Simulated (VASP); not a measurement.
# BaTiO3 (Pm-3m) in VASP: a series of runs, part 2 of 2

VASP 6.6.1.

## Step 4: Single point, PBEsol

This run uses another cell than the first one, of 13.63 Å³/atom, 1.039 times its volume.

INCAR

```
SYSTEM = BaTiO3
PREC     = Accurate       ! precision mode
ENCUT    = 520            ! plane-wave cutoff, eV
EDIFF    = 1E-6           ! SCF threshold, eV
ISMEAR   = -1             ! smearing method
SIGMA    = 0.05           ! smearing width, eV
LREAL    = .False.        ! projectors in reciprocal space
LASPH    = .True.         ! aspherical terms in the spheres
NELM     = 60             ! most SCF steps
ALGO     = Normal         ! electronic algorithm
ISIF     = 2              ! what is computed and relaxed
LWAVE    = .False.        ! write WAVECAR
LCHARG   = .True.         ! write CHGCAR
GGA      = PS             ! functional
LELF     = .True.         ! ELF
LVHAR    = .True.       
NBANDS   = 28             ! bands
```

KPOINTS

```
regular mesh
0
Gamma
  7 7 7
  0 0 0
```

POSCAR

```
BaTiO3
1.0
    4.0845689666      0.0000000000      0.0000000000
    0.0000000000      4.0845689666      0.0000000000
    0.0000000000      0.0000000000      4.0845689666
Ba Ti O
1 1 3
Direct
    0.5000000000      0.5000000000      0.5000000000
    0.0000000000      0.0000000000      0.0000000000
    0.0000000000      0.0000000000      0.5000000000
    0.0000000000      0.5000000000      0.0000000000
    0.5000000000      0.0000000000      0.0000000000
```

Potentials or basis: VASP PAW PBE potentials, release 64 (Ba_sv, Ti_sv, O).

Launch:

```
$ cat potpaw_PBE.64/Ba_sv/POTCAR potpaw_PBE.64/Ti_sv/POTCAR potpaw_PBE.64/O/POTCAR > POTCAR
$ mpirun -np 1 vasp_std > vasp.out
```

OUTCAR:

```text
SYSTEM = BaTiO3
   PREC = Accurate
   ENCUT = 520
   EDIFF = 1E-6
   ISMEAR = -1
   LREAL = .False.
   LASPH = .True.
   NELM = 60
   ISIF = 2
   GGA = PS

 ion  position               nearest neighbor table
   1  0.500  0.500  0.500-   3 2.89   4 2.89   5 2.89   4 2.89   5 2.89   3 2.89   5 2.89   5 2.89
                             3 2.89   4 2.89   4 2.89   3 2.89   2 3.54   2 3.54   2 3.54   2 3.54
   2  0.000  0.000  0.000-   3 2.04   4 2.04   5 2.04   3 2.04   4 2.04   5 2.04   1 3.54   1 3.54
                             1 3.54   1 3.54   1 3.54   1 3.54   1 3.54   1 3.54
   3  0.000  0.000  0.500-   2 2.04   2 2.04   1 2.89   1 2.89   1 2.89   1 2.89
   4  0.000  0.500  0.000-   2 2.04   2 2.04   1 2.89   1 2.89   1 2.89   1 2.89
   5  0.500  0.000  0.000-   2 2.04   2 2.04   1 2.89   1 2.89   1 2.89   1 2.89

  LATTYP: Found a simple cubic cell.
 ALAT       =     4.0845689666

  Lattice vectors:

 A1 = (   4.0845689666,   0.0000000000,   0.0000000000)
 A2 = (   0.0000000000,   4.0845689666,   0.0000000000)
 A3 = (   0.0000000000,   0.0000000000,   4.0845689666)

Analysis of symmetry for initial positions (statically):
=====================================================================
 Subroutine PRICEL returns:
 Original cell was already a primitive cell.

 Routine SETGRP: Setting up the symmetry group for a
 simple cubic supercell.

 Subroutine GETGRP returns: Found 48 space group operations
 (whereof 48 operations were pure point group operations)
 out of a pool of 48 trial point group operations.

The static configuration has the point symmetry O_h .

Analysis of symmetry for dynamics (positions and initial velocities):
=====================================================================
 Subroutine PRICEL returns:
 Original cell was already a primitive cell.

 Routine SETGRP: Setting up the symmetry group for a
 simple cubic supercell.

 Subroutine GETGRP returns: Found 48 space group operations
 (whereof 48 operations were pure point group operations)
 out of a pool of 48 trial point group operations.

The dynamic configuration has the point symmetry O_h .

 Subroutine INISYM returns: Found 48 space group operations
 (whereof 48 operations are pure point group operations),
 and found     1 'primitive' translations

----------------------------------------------------------------------------------------

                                     Primitive cell

  volume of cell :      68.1457

  direct lattice vectors                    reciprocal lattice vectors
     4.084568967  0.000000000  0.000000000     0.244823874  0.000000000  0.000000000
     0.000000000  4.084568967  0.000000000     0.000000000  0.244823874  0.000000000
     0.000000000  0.000000000  4.084568967     0.000000000  0.000000000  0.244823874

  length of vectors
     4.084568967  4.084568967  4.084568967     0.244823874  0.244823874  0.244823874

  position of ions in fractional coordinates (direct lattice)
     0.500000000  0.500000000  0.500000000
     0.000000000  0.000000000  0.000000000
     0.000000000  0.000000000  0.500000000
     0.000000000  0.500000000  0.000000000
     0.500000000  0.000000000  0.000000000

  ion indices of the primitive-cell ions
   primitive index   ion index
                 1           1
                 2           2
[... 27 lines left out ...]

 Found     20 irreducible k-points:

 Following reciprocal coordinates:
            Coordinates               Weight
  0.000000  0.000000  0.000000      1.000000
  0.142857  0.000000  0.000000      6.000000
  0.285714  0.000000  0.000000      6.000000
  0.428571  0.000000  0.000000      6.000000
  0.142857  0.142857  0.000000     12.000000
  0.285714  0.142857  0.000000     24.000000
[... 12 lines left out ...]
  0.428571  0.428571  0.285714     24.000000
  0.428571  0.428571  0.428571      8.000000
   k-points           NKPTS =     20   k-points in BZ     NKDIM =     20   number of bands    NBANDS=     28
   number of dos      NEDOS =    301   number of ions     NIONS =      5
   total plane-waves  NPLWV =  27000
   dimension x,y,z NGX =    30 NGY =   30 NGZ =   30
   dimension x,y,z NGXF=    60 NGYF=   60 NGZF=   60
   ions per type =               1   1   3
   NGX,Y,Z   is equivalent  to a cutoff of  12.21, 12.21, 12.21 a.u.
   NGXF,Y,Z  is equivalent  to a cutoff of  24.42, 24.42, 24.42 a.u.
 SYSTEM =  BaTiO3
   PREC   = accura    normal or accurate (medium, high low for compatibility)
   ISTART =      0    job   : 0-new  1-cont  2-samecut
   ICHARG =      2    charge: 1-file 2-atom 10-const
   ISPIN  =      1    spin polarized calculation?
   LNONCOLLINEAR =      F non collinear calculations
   LSORBIT =      F    spin-orbit coupling
   LASPH  =      T    aspherical Exc in radial PAW
   ENCUT  =  520.0 eV  38.22 Ry    6.18 a.u.   7.59  7.59  7.59*2*pi/ulx,y,z
   NELM   =     60;   NELMIN=  2; NELMDL= -5     # of ELM steps
   EDIFF  = 0.1E-05   stopping-criterion for ELM
   LREAL  =      F    real-space projection
   EDIFFG = 0.1E-04   stopping-criterion for IOM
   NSW    =      0    number of steps for IOM
   IBRION =     -1    ionic relax: 0-MD 1-quasi-New 2-CG
   NFREE  =      0    steps in history (QN), initial steepest desc. (CG)
   ISIF   =      2    stress and relaxation
   ISYM   =      2    0-nonsym 1-usesym 2-fastsym
   POTIM  = 0.5000    time-step for ionic-motion
   TEBEG  =    0.0;   TEEND  =   0.0 temperature during run
   PSTRESS=    0.0 pullay stress
   NELECT =      40.0000    total number of electrons
   NUPDOWN=      -1.0000    fix difference up-down
   EMIN   =  10.00;   EMAX   =-10.00  energy-range for DOS
   EFERMI =   0.00;   METHOD = LEGACY
   ISMEAR =    -1;   SIGMA  =   0.05  broadening in eV -4-tet -1-fermi 0-gaus
   EFERMI_NEDOS =   21; number of points for ismear=-14 and -15
   IALGO  =     38    algorithm
   IMIX   =      4    mixing-type and parameters
     AMIX     =   0.40;   BMIX     =  1.00
     AMIX_MAG =   1.60;   BMIX_MAG =  1.00
  volume/ion in A,a.u.               =      13.63        91.97
  Fermi-wavevector in a.u.,A,eV,Ry     =   1.370720  2.590284 25.563605  1.878872
  Thomas-Fermi vector in A             =   2.496481
   LORBIT       =      0    0 simple, 1 ext, 2 COOP (PROOUT), +10 PAW based schemes
   GGA     = PS    functional components
   LHFCALC =     F    Hartree Fock is set to
   AEXX    =    0.0000 exact exchange contribution
   IVDW    =     0    specifies the selected vdW correction
   LEPSILON=     F    determine dielectric tensor
   LRPA    =     F    only Hartree local field effects (RPA)
 non-spin polarized calculation
  energy-cutoff  :      520.00
  volume of cell :       68.15
 maximum number of plane-waves:      1850
   NGX = 15   NGY = 15   NGZ = 15

 number of electron      39.9999991 magnetization

 Free energy of the ion-electron system (eV)
  ---------------------------------------------------
  ext. energy  EPLUGINS =         0.00000000
  ---------------------------------------------------
  free energy    TOTEN  =       -41.80291250 eV

  energy without entropy =      -41.80291248  energy(sigma->0) =      -41.80291249

 E-fermi :   4.0266     XC(G=0): -11.1993

 val. band max:        3.1761520269   @ k =   0.4286   0.4286   0.4286
 cond. band min:       4.8149502199   @ k =   0.0000   0.0000   0.0000
 fundamental gap:      1.6387981930
 Fermi energy:         4.0266108750

 k-point     1 :       0.0000    0.0000    0.0000
  band No.  band energies     occupation
      1     -53.3891      2.00000
      2     -29.6805      2.00000
      3     -29.6805      2.00000
      4     -29.6805      2.00000
      5     -21.6748      2.00000
      6     -13.4376      2.00000
[... 609 lines left out ...]
     27      10.2460      0.00000
     28      10.2460      0.00000

------------------------ aborting loop because EDIFF is reached ----------------------------------------

  FORCE on cell =-STRESS in cart. coord.  units (eV):
  Direction    XX          YY          ZZ          XY          YZ          ZX
  --------------------------------------------------------------------------------------
  -------------------------------------------------------------------------------------
  Total       -4.7771333     -4.7771333     -4.7771333     -0.0000000     -0.0000000      0.0000000
  in kB     -112.3153830   -112.3153830   -112.3153830     -0.0000000     -0.0000000      0.0000000
  external PRESSURE =    -112.3153830 kB  Pullay stress =       0.0000000 kB

 VOLUME and BASIS-vectors are now :
 -----------------------------------------------------------------------------
  energy-cutoff  :      520.00
  volume of cell :       68.15
      direct lattice vectors                 reciprocal lattice vectors
     4.084568967  0.000000000  0.000000000     0.244823874  0.000000000  0.000000000
     0.000000000  4.084568967  0.000000000     0.000000000  0.244823874  0.000000000
     0.000000000  0.000000000  4.084568967     0.000000000  0.000000000  0.244823874

 POSITION                                       TOTAL-FORCE (eV/Angst)
 -----------------------------------------------------------------------------------
      2.04228      2.04228      2.04228         0.000000      0.000000      0.000000
      0.00000      0.00000      0.00000         0.000000      0.000000      0.000000
      0.00000      0.00000      2.04228         0.000000      0.000000      0.000000
      0.00000      2.04228      0.00000         0.000000      0.000000      0.000000
      2.04228      0.00000      0.00000         0.000000      0.000000      0.000000
 -----------------------------------------------------------------------------------
    total drift:                                0.000000     -0.000000      0.000000

  FREE ENERGIE OF THE ION-ELECTRON SYSTEM (eV)
  ---------------------------------------------------
  free  energy   TOTEN  =       -41.8029124955 eV

  energy  without entropy=      -41.8029124832  energy(sigma->0) =      -41.80291249
```

Wall time 21 s (1 thread of Intel Xeon 6975P-C (Granite Rapids), shared host); peak memory 0.19 GiB.

Results:

- Free energy: -41.8029 eV
- Pressure: -11.2 GPa
- Band gap on the k mesh: 1.64 eV, indirect (least direct gap 1.78 eV)

Caveat: the PAW data sets were made with another functional, which shifts forces and pressure a little; spin-orbit coupling is left out, which moves the levels of the heavy elements. A k mesh can miss the band edges.

## Step 5: Single point, PBEsol

This run uses another cell than the first one, of 11.04 Å³/atom, 0.841 times its volume.

INCAR

```
SYSTEM = BaTiO3
PREC = Accurate
ENCUT = 520
EDIFF = 1E-7
ISMEAR = -1
SIGMA = 0.05
LREAL = .FALSE.
LASPH = .TRUE.
NELM = 100
ALGO = Normal
ISIF = 2
LWAVE = .FALSE.
LCHARG = .TRUE.
GGA = PS
LELF = .TRUE.
LVHAR = .TRUE.
NBANDS = 28
```

KPOINTS

```
regular mesh
0
G
  7 7 7
  0 0 0
```

Edit POSCAR of step 4 so:

```diff
@@ -2,5 +2,5 @@
 1.0
-    4.0845689666      0.0000000000      0.0000000000
-    0.0000000000      4.0845689666      0.0000000000
-    0.0000000000      0.0000000000      4.0845689666
+    3.8070290766      0.0000000000      0.0000000000
+    0.0000000000      3.8070290766      0.0000000000
+    0.0000000000      0.0000000000      3.8070290766
 Ba Ti O
```

Launch:

```
$ cat potpaw_PBE.64/Ba_sv/POTCAR potpaw_PBE.64/Ti_sv/POTCAR potpaw_PBE.64/O/POTCAR > POTCAR
$ mpirun -np 1 vasp_std > vasp.out
```

It took 23 s on 1 thread of AMD EPYC 9R45 (Zen 5), shared host; peak memory 0.14 GiB.

The run converged. Its results:

```yaml
Free_energy: -41.2341 eV
Pressure: 33.2 GPa
Band_gap_on_the_k_mesh: 1.92 eV, direct
```

Levels at points of the mesh, in eV from the valence-band top:
| k point | band 16 | band 17 | band 18 | band 19 | band 20 | band 21 | band 22 | band 23 | band 24 | band 25 |
| --- | --- | --- | --- | --- | --- | --- | --- | --- | --- | --- |
| (0.00, 0.00, 0.00) | -1.42 | -1.42 | 0.00 | 0.00 | 0.00 | 1.92 | 1.92 | 1.92 | 4.82 | 4.82 |

Caveat: the PAW data sets were made with another functional, which shifts forces and pressure a little; spin-orbit coupling is left out, which moves the levels of the heavy elements. A k mesh can miss the band edges.

## Step 6: Single point, PBEsol

This run uses another cell than the first one, of 11.43 Å³/atom, 0.871 times its volume.

INCAR

```
  PREC = Accurate
  ENCUT = 520
  EDIFF = 1E-6
  ISMEAR = -1
  SIGMA = 0.05
  LREAL = False
  LASPH = True
  NELM = 100
  ALGO = Normal
  ISIF = 2
  LWAVE = False
  LCHARG = False
  GGA = PS
  NBANDS = 28
```

KPOINTS

```
regular mesh
0
Gamma
  7 7 7
```

Edit POSCAR of step 5 so:

```diff
@@ -2,5 +2,5 @@
 1.0
-    3.8070290766      0.0000000000      0.0000000000
-    0.0000000000      3.8070290766      0.0000000000
-    0.0000000000      0.0000000000      3.8070290766
+    3.8517942256      0.0000000000      0.0000000000
+    0.0000000000      3.8517942256      0.0000000000
+    0.0000000000      0.0000000000      3.8517942256
 Ba Ti O
```

Potentials or basis: VASP PAW PBE potentials, release 64 (Ba_sv, Ti_sv, O).

Launch:

```
$ cat potpaw_PBE.64/Ba_sv/POTCAR potpaw_PBE.64/Ti_sv/POTCAR potpaw_PBE.64/O/POTCAR > POTCAR
$ mpirun -np 1 vasp_std > vasp.out
```

OUTCAR:

```text
PREC = Accurate
   ENCUT = 520
   EDIFF = 1E-6
   ISMEAR = -1
   LREAL = False
   LASPH = True
   NELM = 100
   ISIF = 2
   GGA = PS

 ion  position               nearest neighbor table
   1  0.500  0.500  0.500-   3 2.72   4 2.72   5 2.72   4 2.72   5 2.72   3 2.72   5 2.72   5 2.72
                             3 2.72   4 2.72   4 2.72   3 2.72   2 3.34   2 3.34   2 3.34   2 3.34
   2  0.000  0.000  0.000-   3 1.93   4 1.93   5 1.93   3 1.93   4 1.93   5 1.93   1 3.34   1 3.34
                             1 3.34   1 3.34   1 3.34   1 3.34   1 3.34   1 3.34
   3  0.000  0.000  0.500-   2 1.93   2 1.93   1 2.72   1 2.72   1 2.72   1 2.72
   4  0.000  0.500  0.000-   2 1.93   2 1.93   1 2.72   1 2.72   1 2.72   1 2.72
[... 819 lines left out ...]
  Total        8.1430033      8.1430033      8.1430033      0.0000000     -0.0000000      0.0000000
  in kB      228.3000250    228.3000250    228.3000250      0.0000000     -0.0000000      0.0000000
  external PRESSURE =     228.3000250 kB  Pullay stress =       0.0000000 kB

 VOLUME and BASIS-vectors are now :
 -----------------------------------------------------------------------------
  energy-cutoff  :      520.00
  volume of cell :       57.15
      direct lattice vectors                 reciprocal lattice vectors
     3.851794226  0.000000000  0.000000000     0.259619269  0.000000000  0.000000000
     0.000000000  3.851794226  0.000000000     0.000000000  0.259619269  0.000000000
     0.000000000  0.000000000  3.851794226     0.000000000  0.000000000  0.259619269

 POSITION                                       TOTAL-FORCE (eV/Angst)
 -----------------------------------------------------------------------------------
      1.92590      1.92590      1.92590         0.000000      0.000000      0.000000
      0.00000      0.00000      0.00000         0.000000      0.000000      0.000000
      0.00000      0.00000      1.92590         0.000000      0.000000      0.000000
      0.00000      1.92590      0.00000         0.000000      0.000000      0.000000
      1.92590      0.00000      0.00000         0.000000      0.000000      0.000000
 -----------------------------------------------------------------------------------
    total drift:                               -0.000000     -0.000000      0.000000

  FREE ENERGIE OF THE ION-ELECTRON SYSTEM (eV)
  ---------------------------------------------------
  free  energy   TOTEN  =       -41.5789731264 eV

  energy  without entropy=      -41.5789731260  energy(sigma->0) =      -41.57897313
```

OSZICAR:

```text
N       E                     dE             d eps       ncg     rms          rms(c)
DAV:   1     0.431822629732E+03    0.43182E+03   -0.20671E+04  1120   0.155E+03
DAV:   2    -0.977163502757E+01   -0.44159E+03   -0.42084E+03  1256   0.432E+02
DAV:   3    -0.493815377686E+02   -0.39610E+02   -0.39132E+02  1296   0.133E+02
DAV:   4    -0.514524818083E+02   -0.20709E+01   -0.20673E+01  1748   0.271E+01
DAV:   5    -0.514862527879E+02   -0.33771E-01   -0.33762E-01  1396   0.327E+00    0.261E+01
DAV:   6    -0.416031894670E+02    0.98831E+01   -0.48705E+01  1556   0.699E+01    0.103E+01
DAV:   7    -0.416471337749E+02   -0.43944E-01   -0.67761E+00  1432   0.192E+01    0.787E+00
DAV:   8    -0.416011403504E+02    0.45993E-01   -0.10172E+00  1344   0.990E+00    0.204E+00
DAV:   9    -0.415877354621E+02    0.13405E-01   -0.19140E-01  1424   0.381E+00    0.903E-01
DAV:  10    -0.415845857665E+02    0.31497E-02   -0.81164E-02  1360   0.189E+00    0.727E-01
DAV:  11    -0.415795353438E+02    0.50504E-02   -0.33439E-02  1660   0.158E+00    0.190E-01
DAV:  12    -0.415791240970E+02    0.41125E-03   -0.17160E-03  1308   0.402E-01    0.968E-02
DAV:  13    -0.415790751064E+02    0.48991E-04   -0.23310E-04  1480   0.918E-02    0.950E-02
DAV:  14    -0.415789753267E+02    0.99780E-04   -0.44486E-04  1576   0.207E-01    0.175E-02
DAV:  15    -0.415789749598E+02    0.36686E-06   -0.23926E-05  1324   0.408E-02    0.166E-02
DAV:  16    -0.415789734196E+02    0.15402E-05   -0.13933E-05  1312   0.211E-02    0.818E-03
DAV:  17    -0.415789731264E+02    0.29317E-06   -0.17100E-06   924   0.149E-02
   1 F= -.41578973E+02 E0= -.41578973E+02  d E =-.475725E-09
```

stdout:

```text
POSCAR found type information on POSCAR BaTiO
 POSCAR found :  3 types and       5 ions
 scaLAPACK will be used
 -----------------------------------------------------------------------------
|                                                                             |
|                                                                             |
|     You enforced a specific xc type in the INCAR file but a different       |
|     I HOPE YOU KNOW WHAT YOU ARE DOING!                                     |
|                                                                             |
 -----------------------------------------------------------------------------

 LDA part: xc-table for (Slater+PW92), standard interpolation
 POSCAR, INCAR and KPOINTS ok, starting setup
 FFT: planning ... GRIDC
 FFT: planning ... GRID_SOFT
 FFT: planning ... GRID
 WAVECAR not read
 entering main loop
```

Run time: 24 s. Hardware: 1 thread of AMD EPYC 9R45 (Zen 5), shared host; peak memory 0.15 GiB.

Results:

```yaml
Free_energy: -41.5790 eV
Pressure: 22.8 GPa
Band_gap_on_the_k_mesh: 1.91 eV, direct
```

Caveat: the PAW data sets were made with another functional, which shifts forces and pressure a little; spin-orbit coupling is left out, which moves the levels of the heavy elements.

## Step 7: Summary

| cell | gap on the mesh (eV) | pressure (GPa) |
| --- | --- | --- |
| a = 4.033 Å, 5 atoms | 1.72 | -5.9 |
| a = 4.059 Å, 5 atoms | 1.68 | -8.8 |
| a = 4.085 Å, 5 atoms | 1.64 | -11.2 |
| a = 3.807 Å, 5 atoms | 1.92 | 33.2 |
| a = 3.852 Å, 5 atoms | 1.91 | 22.8 |

Alike in all rows: task single point; level PBEsol; potentials or basis VASP PAW PBE potentials, release 64 (Ba_sv, Ti_sv, O); no spin polarisation; k mesh 7 × 7 × 7; cutoff (eV) 520; smearing fermi-dirac 0.05 eV.

Caveats: the PAW data sets were made with another functional, which shifts forces and pressure a little; spin-orbit coupling is left out, which moves the levels of the heavy elements.

Total energies depend on the potentials used, so only differences within one code and one set of settings carry meaning.
